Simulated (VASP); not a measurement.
Here is a VASP 6.6.1 calculation.

The input INCAR:

```
SYSTEM = Sn7SbC7
PREC = Accurate
ENCUT = 520
EDIFF = 1E-6
ISMEAR = -1
SIGMA = 0.05
LREAL = Auto
LASPH = .TRUE.
NELM = 80
ALGO = Normal
ISIF = 2
LWAVE = .FALSE.
LCHARG = .FALSE.
GGA = PS
NELECT = 132.0
NBANDS = 78
```

Contents of KPOINTS:

```
Automatic mesh
0
Gamma
  2 2 2
  0.5 0.5 0.5
```

POSCAR

```
Sn7SbC7
1.0
    0.0000000000      5.0339800000      5.0339800000
    5.0339800000      0.0000000000      5.0339800000
    5.0339800000      5.0339800000      0.0000000000
Sn C Sb
7 7 1
Direct
    0.9926460000      0.0024520000      0.0031620000
    0.9972400000      0.0030180000      0.4984890000
    0.5011390000      0.4967370000      0.0028940000
    0.9991360000      0.5112940000      0.9920590000
    0.4999840000      0.9951770000      0.5017500000
    0.5027390000      0.9971170000      0.9981250000
    0.0018520000      0.4988520000      0.5031970000
    0.1265190000      0.1297110000      0.1244940000
    0.1216400000      0.1320840000      0.6260840000
    0.6202610000      0.6311430000      0.1236900000
    0.1338920000      0.6195550000      0.1234910000
    0.6236760000      0.1248590000      0.6289540000
    0.6276500000      0.1237040000      0.1248280000
    0.1215170000      0.6253220000      0.6248310000
    0.6256120000      0.6254540000      0.6221420000
```

Potentials or basis: VASP PAW PBE potentials, release 64 (Sn_d, C, Sb).

Launch:

```console
$ cat potpaw_PBE.64/Sn_d/POTCAR potpaw_PBE.64/C/POTCAR potpaw_PBE.64/Sb/POTCAR > POTCAR
$ mpirun -np 1 vasp_std > vasp.out
```

Problem. Estimate the largest force.

Solution. 14.757 eV/Å.

Forces in eV/Å, atoms in the order of the input:
```
Sn  -0.329  0.986  0.806
Sn  -0.069  0.036 -0.357
Sn   6.765  6.964 -5.962
Sn  -0.175  0.008 -0.812
Sn   8.985 -8.007  8.541
Sn   0.082 -0.416 -0.139
Sn  -6.982  7.107  7.673
C   -0.014 -0.320 -0.063
C   -0.633  0.274 -0.371
C   -0.420  0.451  0.116
C    0.655 -0.411 -0.245
C   -0.346 -0.140  0.017
C    0.342 -0.247 -0.541
C    0.346 -0.105  0.544
Sb  -8.207 -6.181 -9.207
```

Caveat: the k points lie up to 0.54 Å⁻¹ apart; the cell carries a net charge on a neutralising background, which shifts energy and pressure; the PAW data sets were made with another functional, which shifts forces and pressure a little.
